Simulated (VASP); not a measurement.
Runs of VASP 6.6.1 on Sn. The structure is that of space group Fd-3m (No. 227), or close to it. The cells are those of the table. 

```csv
cell,gap on the mesh (eV),pressure (GPa)
"a = 4.382 Å, angles 60.0°, 2 atoms",0.11,8.2
"a = 4.749 Å, angles 60.0°, 2 atoms",none,(b)
"a = 4.633 Å, angles 60.0°, 2 atoms",none,-1.4
"a = 4.447 Å, angles 60.0°, 2 atoms",none,(a)
"a = 4.511 Å, angles 60.0°, 2 atoms",none,2.3
```

Alike in all rows: task single point; level LDA; potentials or basis VASP PAW LDA potentials, release 64 (Sn_d); no spin polarisation; k mesh 6 × 6 × 6; cutoff (eV) 520; smearing gaussian 0.1 eV.

Q: Estimate the missing entries.

A: (a) 5.0; (b) -3.7.

Caveats: spin-orbit coupling is left out, which moves the levels of the heavy elements.

A k mesh can miss the band edges, and the runs leave out spin-orbit coupling on Sn.

A gap of «none» marks levels without a gap at the run's occupations.
